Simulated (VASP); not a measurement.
Wanted: the native input for a VASP 6.6.1 run.

```
Task                   : single point
Functional             : PBE
Potentials or basis    : VASP PAW PBE potentials, release 64 (In_d, Sb)
Cutoff                 : 520 eV
k mesh                 : 4 × 4 × 4
Occupations            : gaussian, width 0.1 eV
Spin                   : no spin polarisation
Dipole correction      : no
Further INCAR settings : ALGO = Normal; EDIFF = 1e-07; NBANDS = 24
```

The structure of InSb4 lies in POSCAR:

```
InSb4
1.0
   -3.4631125100      3.4631125100      3.4631125100
    3.4631125100     -3.4631125100      3.4631125100
    3.4631125100      3.4631125100     -3.4631125100
In Sb
1 4
Direct
    0.0000000000      0.0000000000      0.0000000000
    0.5000000000      0.5000000000      0.5000000000
    0.0000000000      0.0000000000      0.5000000000
    0.0000000000      0.5000000000      0.0000000000
    0.5000000000      0.0000000000      0.0000000000
```

The input as run:

INCAR

```
SYSTEM = InSb4
ALGO = Normal
EDIFF = 1E-7
ENCUT = 520
GGA = PE
ISIF = 2
ISMEAR = 0
LASPH = .True.
LCHARG = .False.
LREAL = .False.
LWAVE = .False.
NBANDS = 24
NELM = 100
PREC = Accurate
SIGMA = 0.1
```

KPOINTS

```
k-points
0
Gamma
  4 4 4
  0 0 0
```

Potentials or basis: VASP PAW PBE potentials, release 64 (In_d, Sb).

Command:

```sh
$ cat potpaw_PBE.64/In_d/POTCAR potpaw_PBE.64/Sb/POTCAR > POTCAR
$ mpirun -np 1 vasp_std > vasp.out
```

Results of the run:

The pressure is -0.5 GPa.

Run time: 35 s on 1 thread of AMD EPYC 7R13 Processor (Zen 3) (shared host), peak memory 0.28 GiB.
